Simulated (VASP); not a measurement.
# HfN (WC type) (P-6m2) in VASP: a series of runs

The runs below take HfN (WC type) through single point, with PBE.

Everything below comes from runs of VASP 6.6.1. Logs are shortened: lines on timing, memory, paths and dates and some standing lists are left out, and cuts for length are marked.

## 1. The cell of the first run

It takes space group P-6m2 (No. 187, hexagonal). The conventional cell has a = 2.918 Å, b = 2.918 Å, c = 2.781 Å, α = 90.00°, β = 90.00°, γ = 120.00°. Within 2.9 Å of Hf (site symmetry -6m2) lie 6 N at 2.18 Å and 2 Hf at 2.78 Å. N (site symmetry -6m2) has 6 Hf at 2.18 Å and 2 N at 2.78 Å within 2.9 Å.

## 2. Single point, PBE

INCAR reads:

```
  PREC = Accurate
  ENCUT = 520
  EDIFF = 1E-6
  ISMEAR = -1
  SIGMA = 0.08
  LREAL = F
  LASPH = T
  NELM = 60
  ALGO = Normal
  ISIF = 2
  LWAVE = F
  LCHARG = F
  GGA = PE
  NBANDS = 14
```

KPOINTS reads:

```
Automatic mesh
0
Gamma
  15 15 14
```

POSCAR reads:

```
HfN
1.0
    2.9181186420      0.0000000000      0.0000000000
   -1.4590593210      2.5271648752      0.0000000000
    0.0000000000      0.0000000000      2.7806999219
Hf N
1 1
Direct
    0.0000000000      0.0000000000      0.0000000000
    0.3333333333      0.6666666667      0.5000000000
```

Potentials or basis: VASP PAW PBE potentials, release 64 (Hf_pv, N).

The run is started by

```
$ cat potpaw_PBE.64/Hf_pv/POTCAR potpaw_PBE.64/N/POTCAR > POTCAR
$ mpirun -np 1 vasp_std > vasp.out
```

OUTCAR:

```text
PREC = Accurate
   ENCUT = 520
   EDIFF = 1E-6
   ISMEAR = -1
   LREAL = F
   LASPH = T
   NELM = 60
   ISIF = 2
   GGA = PE

 ion  position               nearest neighbor table
   1  0.000  0.000  0.000-   2 2.18   2 2.18   2 2.18   2 2.18   2 2.18   2 2.18
   2  0.333  0.667  0.500-   1 2.18   1 2.18   1 2.18   1 2.18   1 2.18   1 2.18

  LATTYP: Found a hexagonal cell.
 ALAT       =     2.9181186420
 C/A-ratio  =     0.9529084534

  Lattice vectors:

 A1 = (   2.9181186420,   0.0000000000,   0.0000000000)
 A2 = (  -1.4590593210,   2.5271648752,   0.0000000000)
 A3 = (   0.0000000000,   0.0000000000,   2.7806999219)

Analysis of symmetry for initial positions (statically):
=====================================================================
 Subroutine PRICEL returns:
 Original cell was already a primitive cell.

 Routine SETGRP: Setting up the symmetry group for a
 hexagonal supercell.

 Subroutine GETGRP returns: Found 12 space group operations
 (whereof 12 operations were pure point group operations)
 out of a pool of 24 trial point group operations.

The static configuration has the point symmetry D_3h.

Analysis of symmetry for dynamics (positions and initial velocities):
=====================================================================
 Subroutine PRICEL returns:
 Original cell was already a primitive cell.

 Routine SETGRP: Setting up the symmetry group for a
 hexagonal supercell.

 Subroutine GETGRP returns: Found 12 space group operations
 (whereof 12 operations were pure point group operations)
 out of a pool of 24 trial point group operations.

The dynamic configuration has the point symmetry D_3h.

 Subroutine INISYM returns: Found 12 space group operations
 (whereof 12 operations are pure point group operations),
 and found     1 'primitive' translations

----------------------------------------------------------------------------------------

                                     Primitive cell

  volume of cell :      20.5065

  direct lattice vectors                    reciprocal lattice vectors
     2.918118642  0.000000000  0.000000000     0.342686547  0.197850170  0.000000000
    -1.459059321  2.527164875  0.000000000     0.000000000  0.395700340  0.000000000
     0.000000000  0.000000000  2.780699922     0.000000000  0.000000000  0.359621688

  length of vectors
     2.918118642  2.918118642  2.780699922     0.395700340  0.395700340  0.359621688

  position of ions in fractional coordinates (direct lattice)
     0.000000000  0.000000000  0.000000000
     0.333333333  0.666666667  0.500000000

  ion indices of the primitive-cell ions
   primitive index   ion index
                 1           1
                 2           2

----------------------------------------------------------------------------------------

 KPOINTS: Automatic mesh

Automatic generation of k-mesh.
 Grid dimensions read from file:
 generate k-points for:   15   15   14

 Generating k-lattice:

  Cartesian coordinates                     Fractional coordinates (reciprocal lattice)
     0.022845770  0.013190011  0.000000000     0.066666667  0.000000000  0.000000000
     0.000000000  0.026380023  0.000000000     0.000000000  0.066666667  0.000000000
     0.000000000  0.000000000  0.025687263     0.000000000  0.000000000  0.071428571

  Length of vectors
     0.026380023  0.026380023  0.025687263

  Shift w.r.t. Gamma in fractional coordinates (k-lattice)
     0.000000000  0.000000000  0.000000000

 Subroutine IBZKPT returns following result:
 ===========================================

 Found    216 irreducible k-points:

 Following reciprocal coordinates:
            Coordinates               Weight
  0.000000  0.000000  0.000000      1.000000
  0.066667  0.000000  0.000000      6.000000
  0.133333  0.000000  0.000000      6.000000
  0.200000  0.000000  0.000000      6.000000
  0.266667  0.000000  0.000000      6.000000
  0.333333  0.000000  0.000000      6.000000
[... 16 lines left out ...]
  0.333333  0.200000  0.000000     12.000000
  0.400000  0.200000  0.000000      6.000000
 [... further k-points ...]
   k-points           NKPTS =    216   k-points in BZ     NKDIM =    216   number of bands    NBANDS=     14
   number of dos      NEDOS =    301   number of ions     NIONS =      2
   total plane-waves  NPLWV =  13824
   dimension x,y,z NGX =    24 NGY =   24 NGZ =   24
   dimension x,y,z NGXF=    48 NGYF=   48 NGZF=   48
   ions per type =               1   1
   NGX,Y,Z   is equivalent  to a cutoff of  13.67, 13.67, 14.35 a.u.
   NGXF,Y,Z  is equivalent  to a cutoff of  27.35, 27.35, 28.70 a.u.
 SYSTEM =  unknown system
   PREC   = accura    normal or accurate (medium, high low for compatibility)
   ISTART =      0    job   : 0-new  1-cont  2-samecut
   ICHARG =      2    charge: 1-file 2-atom 10-const
   ISPIN  =      1    spin polarized calculation?
   LNONCOLLINEAR =      F non collinear calculations
   LSORBIT =      F    spin-orbit coupling
   LASPH  =      T    aspherical Exc in radial PAW
   ENCUT  =  520.0 eV  38.22 Ry    6.18 a.u.   5.43  5.43  5.17*2*pi/ulx,y,z
   NELM   =     60;   NELMIN=  2; NELMDL= -5     # of ELM steps
   EDIFF  = 0.1E-05   stopping-criterion for ELM
   LREAL  =      F    real-space projection
   EDIFFG = 0.1E-04   stopping-criterion for IOM
   NSW    =      0    number of steps for IOM
   IBRION =     -1    ionic relax: 0-MD 1-quasi-New 2-CG
   NFREE  =      0    steps in history (QN), initial steepest desc. (CG)
   ISIF   =      2    stress and relaxation
   ISYM   =      2    0-nonsym 1-usesym 2-fastsym
   POTIM  = 0.5000    time-step for ionic-motion
   TEBEG  =    0.0;   TEEND  =   0.0 temperature during run
   PSTRESS=    0.0 pullay stress
   NELECT =      15.0000    total number of electrons
   NUPDOWN=      -1.0000    fix difference up-down
   EMIN   =  10.00;   EMAX   =-10.00  energy-range for DOS
   EFERMI =   0.00;   METHOD = LEGACY
   ISMEAR =    -1;   SIGMA  =   0.08  broadening in eV -4-tet -1-fermi 0-gaus
   EFERMI_NEDOS =   21; number of points for ismear=-14 and -15
   IALGO  =     38    algorithm
   IMIX   =      4    mixing-type and parameters
     AMIX     =   0.40;   BMIX     =  1.00
     AMIX_MAG =   1.60;   BMIX_MAG =  1.00
  volume/ion in A,a.u.               =      10.25        69.19
  Fermi-wavevector in a.u.,A,eV,Ry     =   1.475056  2.787451 29.603404  2.175789
  Thomas-Fermi vector in A             =   2.589751
   LORBIT       =      0    0 simple, 1 ext, 2 COOP (PROOUT), +10 PAW based schemes
   GGA     = PE    functional components
   LHFCALC =     F    Hartree Fock is set to
   AEXX    =    0.0000 exact exchange contribution
   IVDW    =     0    specifies the selected vdW correction
   LEPSILON=     F    determine dielectric tensor
   LRPA    =     F    only Hartree local field effects (RPA)
 non-spin polarized calculation
  energy-cutoff  :      520.00
  volume of cell :       20.51
 maximum number of plane-waves:       575
 NGX is ok and might be reduce to    24
   NGX = 11   NGY = 11   NGZ = 11

 number of electron      15.0000004 magnetization

 Free energy of the ion-electron system (eV)
  ---------------------------------------------------
  ext. energy  EPLUGINS =         0.00000000
  ---------------------------------------------------
  free energy    TOTEN  =       -20.47879736 eV

  energy without entropy =      -20.45216450  energy(sigma->0) =      -20.46548093

 E-fermi :   8.3433     XC(G=0): -13.3229

 val. band max:        8.3414078949   @ k =   0.2667   0.1333   0.4286
 cond. band min:       8.3435090429   @ k =   0.2000   0.2000   0.2143
 fundamental gap:      0.0021011479
 Fermi energy:         8.3432927179

 k-point     1 :       0.0000    0.0000    0.0000
  band No.  band energies     occupation
      1     -21.2654      2.00000
      2     -21.2654      2.00000
      3     -21.1268      2.00000
      4      -8.7137      2.00000
      5       4.4733      2.00000
      6       4.4733      2.00000
      7       5.5287      2.00000
      8       6.6792      2.00000
      9      11.7550      0.00000
     10      14.0687      0.00000
     11      14.0687      0.00000
     12      15.4273      0.00000
     13      15.4273      0.00000
     14      22.1700      0.00000

 k-point     2 :       0.0667    0.0000    0.0000
  band No.  band energies     occupation
      1     -21.3483      2.00000
      2     -21.2815      2.00000
      3     -21.1169      2.00000
      4      -8.5979      2.00000
      5       4.2013      2.00000
      6       4.5544      2.00000
      7       5.6551      2.00000
      8       6.5504      2.00000
      9      12.1397      0.00000
     10      13.8377      0.00000
     11      14.0881      0.00000
     12      15.3661      0.00000
     13      15.5235      0.00000
     14      22.1715      0.00000

 k-point     3 :       0.1333    0.0000    0.0000
  band No.  band energies     occupation
      1     -21.5755      2.00000
      2     -21.3267      2.00000
      3     -21.0887      2.00000
      4      -8.2752      2.00000
      5       3.5579      2.00000
      6       4.7804      2.00000
      7       5.9925      2.00000
      8       6.2071      2.00000
      9      12.9092      0.00000
     10      13.4805      0.00000
     11      14.1670      0.00000
     12      15.1982      0.00000
     13      15.7488      0.00000
     14      22.1743      0.00000
[... 324 lines left out ...]
 k-point    23 :       0.3333    0.2000    0.0000
  band No.  band energies     occupation
      1     -22.7078      2.00000
      2     -21.9661      2.00000
      3     -20.8819      2.00000
      4      -5.9467      2.00000
      5       1.5578      2.00000
      6       4.4193      2.00000
      7       4.4594      2.00000
      8       8.3123      1.19107
      9      11.9904      0.00000
     10      12.4473      0.00000
     11      14.6453      0.00000
     12      18.1315      0.00000
     13      20.8618      0.00000
     14      22.1727      0.00000

 k-point    24 :       0.4000    0.2000    0.0000
  band No.  band energies     occupation
      1     -22.7374      2.00000
      2     -22.0032      2.00000
      3     -20.8735      2.00000
      4      -5.8485      2.00000
      5       1.5522      2.00000
      6       4.3337      2.00000
      7       4.3664      2.00000
      8       8.3799      0.77488
      9      12.3284      0.00000
     10      12.5335      0.00000
     11      14.0348      0.00000
     12      18.2166      0.00000
     13      21.9137      0.00000
     14      22.1591      0.00000

 [... further k-points ...]
[... 5 lines left out ...]
  --------------------------------------------------------------------------------------
  -------------------------------------------------------------------------------------
  Total        6.7702837      6.7702837      6.6632964      0.0000000      0.0000000      0.0000000
  in kB      528.9648377    528.9648377    520.6058757      0.0000000      0.0000000      0.0000000
  external PRESSURE =     526.1785170 kB  Pullay stress =       0.0000000 kB

 VOLUME and BASIS-vectors are now :
 -----------------------------------------------------------------------------
  energy-cutoff  :      520.00
  volume of cell :       20.51
      direct lattice vectors                 reciprocal lattice vectors
     2.918118642  0.000000000  0.000000000     0.342686547  0.197850170  0.000000000
    -1.459059321  2.527164875  0.000000000     0.000000000  0.395700340  0.000000000
     0.000000000  0.000000000  2.780699922     0.000000000  0.000000000  0.359621688

 POSITION                                       TOTAL-FORCE (eV/Angst)
 -----------------------------------------------------------------------------------
      0.00000      0.00000      0.00000        -0.000000      0.000000      0.000000
     -0.00000      1.68478      1.39035         0.000000     -0.000000      0.000000
 -----------------------------------------------------------------------------------
    total drift:                                0.000000     -0.000000     -0.000000

  FREE ENERGIE OF THE ION-ELECTRON SYSTEM (eV)
  ---------------------------------------------------
  free  energy   TOTEN  =       -20.4787973564 eV

  energy  without entropy=      -20.4521645039  energy(sigma->0) =      -20.46548093
```

Run time: 18 s. Hardware: 1 thread of Intel Xeon 6975P-C (Granite Rapids), shared host; peak memory 0.19 GiB.

What came out:

- Free energy: -20.4788 eV
- Pressure: 52.6 GPa

Caveat: spin-orbit coupling is left out, which moves the levels of the heavy elements.

## 3. Single point, PBE

INCAR reads:

```
SYSTEM = HfN
PREC = Accurate
ENCUT = 520
EDIFF = 1E-6
ISMEAR = -1
SIGMA = 0.08
LREAL = .False.
LASPH = .True.
NELM = 80
ALGO = Normal
ISIF = 2
LWAVE = .False.
LCHARG = .False.
GGA = PE
NBANDS = 14
```

KPOINTS reads:

```
Automatic mesh
0
Gamma
  15 15 14
  0 0 0
```

POSCAR reads:

```
HfN
1.0
    2.9183468583      0.0000000000      0.0000000000
   -1.4591734292      2.5273625163      0.0000000000
    0.0000000000      0.0000000000      2.7809585129
Hf N
1 1
Direct
    0.0000000000      0.0000000000      0.0000000000
    0.3333333333      0.6666666667      0.5000000000
```

Potentials or basis: VASP PAW PBE potentials, release 64 (Hf_pv, N).

The run is started by

```
$ cat potpaw_PBE.64/Hf_pv/POTCAR potpaw_PBE.64/N/POTCAR > POTCAR
$ mpirun -np 1 vasp_std > vasp.out
```

Run time: 18 s. Hardware: 1 thread of Intel Xeon 6975P-C (Granite Rapids), shared host; peak memory 0.19 GiB.

The run converged. Its results:

```
Free energy : -20.4805 eV
Pressure    : 52.5 GPa
```

Stress tensor (GPa, compression positive):
```
52.79  0.00  0.00
 0.00 52.79  0.00
 0.00  0.00 51.93
```

Levels at points of the mesh, in eV from the Fermi level:
```
           k point  band 4  band 5  band 6  band 7  band 8  band 9  band 10  band 11
(0.00, 0.00, 0.00)  -17.06   -3.87   -3.87   -2.81   -1.66    3.41     5.72     5.72
(0.00, 0.00, 0.50)  -13.68   -8.48   -2.94   -2.94    1.65    1.65     4.34     5.10
```

Caveat: spin-orbit coupling is left out, which moves the levels of the heavy elements.
